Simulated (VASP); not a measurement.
WC, 16 atoms in the cell. The typed cell holds 16 atoms: a = 5.802 Å, b = 5.024 Å, c = 5.694 Å, α = 90.00°, β = 90.00°, γ = 90.00°. 

| Property | Result |
| --- | --- |
| Program | VASP 6.6.1 |
| Task | single point |
| Functional | PBE |
| Potentials or basis | VASP PAW PBE potentials, release 64 (W_sv, C) |
| Cutoff | 520 eV |
| k mesh | 2 × 2 × 2 |
| Occupations | fermi-dirac, width 0.17 eV |
| Spin | no spin polarisation |
| Dipole correction | no |
| Further INCAR settings | LREAL = Auto; ALGO = Normal; EDIFF = 1e-06; NBANDS = 86 |

Potentials or basis: VASP PAW PBE potentials, release 64 (W_sv, C).

The run is started by

```bash
$ cat potpaw_PBE.64/W_sv/POTCAR potpaw_PBE.64/C/POTCAR > POTCAR
$ mpirun -np 1 vasp_std > vasp.out
```

Hardware: 1 thread of AMD EPYC 9R45 96-Core Processor (Zen 5), with other jobs on the host.

Question: Estimate the wall time of this run.

Answer: Run time: 2.6 min on 1 thread of AMD EPYC 9R45 96-Core Processor (Zen 5) (shared host), peak memory 0.27 GiB. Counts: scf iterations 16, k points 8.
